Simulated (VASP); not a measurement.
Set up this calculation in VASP 6.6.1, as the native input.

| Quantity | Value |
| --- | --- |
| Task | single point |
| Functional | PBE |
| Potentials or basis | VASP PAW PBE potentials, release 64 (Bi_d, H) |
| Cutoff | 520 eV |
| k mesh | 1 × 1 × 1 |
| Occupations | gaussian, width 0.01 eV |
| Spin | non-collinear spin, zero start, spin-orbit coupling |
| Starting moments | [[0.0, 0.0, 0.0], [0.0, 0.0, 0.0], [0.0, 0.0, 0.0], [0.0, 0.0, 0.0], [0.0, 0.0, 0.0], [0.0, 0.0, 0.0]] μB |
| Dipole correction | no |
| Further INCAR settings | ALGO = Normal; EDIFF = 1e-07; NBANDS = 36 |

The structure of BiH5 lies in POSCAR:

```
BiH5
1.0
   12.1100000000      0.0000000000      0.0000000000
    0.0000000000     12.7300000000      0.0000000000
    0.0000000000      0.0000000000     11.7000000000
Bi H
1 5
Direct
    0.5001643300      0.5001798900      0.4613803400
    0.5001643300      0.5001798900      0.6150564100
    0.6287349300      0.5001798900      0.3846153800
    0.5001643300      0.6468641000      0.4614136800
    0.3715937200      0.5001798900      0.3846153800
    0.5001643300      0.3534956800      0.4614136800
```

The input as run:

INCAR

```
SYSTEM = BiH5
  PREC = Accurate
  ENCUT = 520
  EDIFF = 1E-7
  ISMEAR = 0
  SIGMA = 0.01
  LREAL = .FALSE.
  LASPH = .TRUE.
  NELM = 150
  ALGO = Normal
  ISIF = 2
  LWAVE = .FALSE.
  LCHARG = .TRUE.
  LNONCOLLINEAR = .TRUE.
  MAGMOM = 0 0 0 0 0 0 0 0 0 0 0 0 0 0 0 0 0 0
  LORBIT = 11
  LSORBIT = .TRUE.
  GGA_COMPAT = .FALSE.
  LORBMOM = .TRUE.
  GGA = PE
  LVHAR = .TRUE.
  NBANDS = 36
```

KPOINTS

```
Automatic mesh
0
G
  1 1 1
  0 0 0
```

Potentials or basis: VASP PAW PBE potentials, release 64 (Bi_d, H).

Launch:

```bash
$ cat potpaw_PBE.64/Bi_d/POTCAR potpaw_PBE.64/H/POTCAR > POTCAR
$ mpirun -np 1 vasp_ncl > vasp.out
```

Results of the run:

```json
{
 "Largest force": "0.160 eV/Å",
 "Net moment": "0.00 μB per cell",
 "Valence electrons inside the program's atomic spheres": "Bi 13.00; H 0.52"
}
```

Wall time 33 min on 1 thread of Intel Xeon 8259CL, with other jobs on the host, peak memory 4 GiB.
